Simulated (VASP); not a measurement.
**KNaF2: single point with r2SCAN**

KNaF2:

```xyz
4
Lattice="1.7216 0.9939 5.7568 -1.7216 0.9939 5.7568 0.0000 -1.9879 5.7568" Properties=species:S:1:pos:R:3 pbc="T T T"
Na    1.7216    0.9939    5.7568
K     0.0000    0.0000    8.6351
F     0.0000    0.0000    4.5093
F     0.0000    0.0000   12.7610
```

This cell differs from its parent crystal: volume changed by -3%.

| Property | Result |
| --- | --- |
| Program | VASP 6.6.1 |
| Task | single point |
| Functional | r2SCAN |
| Potentials or basis | VASP PAW PBE potentials, release 64 (Na_pv, K_sv, F) |
| Cutoff | 520 eV |
| k mesh | 8 × 8 × 8 |
| Occupations | gaussian, width 0.01 eV |
| Spin | no spin polarisation |

The pressure is 1.3 GPa. The largest force is 0.077 eV/Å. The band gap on the k mesh is 7.17 eV, direct.

Forces in eV/Å, atoms in the order of the input:
```
Na   0.000  0.000  0.000
K    0.000  0.000  0.000
F    0.000  0.000  0.077
F    0.000  0.000 -0.077
```

Stress tensor (GPa, compression positive):
```
1.18 0.00 0.00
0.00 1.18 0.00
0.00 0.00 1.47
```

Levels at points of the mesh, in eV from the valence-band top:
```
           k point  band 11  band 12  band 13  band 14  band 15  band 16  band 17  band 18  band 19  band 20
(0.00, 0.00, 0.00)    -0.38    -0.38    -0.05    -0.05     0.00     7.17    10.09    11.59    12.31    12.31
(0.50, 0.00, 0.00)    -0.89    -0.57    -0.50    -0.17    -0.14     9.26    11.33    12.09    12.88    14.19
(0.50, 0.50, 0.00)    -0.74    -0.43    -0.37    -0.31    -0.22     9.13    11.93    12.04    12.58    13.63
(0.50, 0.50, 0.50)    -0.47    -0.23    -0.23    -0.21    -0.21     8.50     9.09    10.68    12.37    12.37
```

Wall time 9.8 min on 1 thread of Intel(R) Xeon(R) Platinum 8559C (Emerald Rapids), on a shared host, peak memory 0.41 GiB.

Caveat: the PAW data sets were made with another functional, which shifts forces and pressure a little. A k mesh can miss the band edges.
